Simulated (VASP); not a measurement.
A run of VASP 6.6.1 is set up as follows.

Contents of INCAR:

```
ALGO = Normal ; EDIFF = 1E-7
ENCUT = 520 ; GGA = PE
GGA_COMPAT = F ; ISIF = 2
ISMEAR = 0 ; LASPH = T
LCHARG = F ; LMAXMIX = 4
LNONCOLLINEAR = T ; LORBIT = 11
LORBMOM = T ; LREAL = F
LSORBIT = T ; LWAVE = F
MAGMOM = 0 0 0 ; NBANDS = 22
NELM = 150 ; PREC = Accurate
SIGMA = 0.05
```

The input KPOINTS:

```
k-points
0
Gamma
  18 18 18
```

The input POSCAR:

```
Ta
1.0
   -1.6593189893      1.6593189893      1.6593189893
    1.6593189893     -1.6593189893      1.6593189893
    1.6593189893      1.6593189893     -1.6593189893
Ta
1
Direct
    0.0000000000      0.0000000000      0.0000000000
```

Potentials or basis: VASP PAW PBE potentials, release 64 (Ta_pv).

The run is started by

```sh
$ cat potpaw_PBE.64/Ta_pv/POTCAR > POTCAR
$ mpirun -np 1 vasp_ncl > vasp.out
```

(1) What does it give for the pressure?

(2) Estimate the net moment.

Answers

(1) -0.1 GPa.

(2) 0.00 μB per cell.
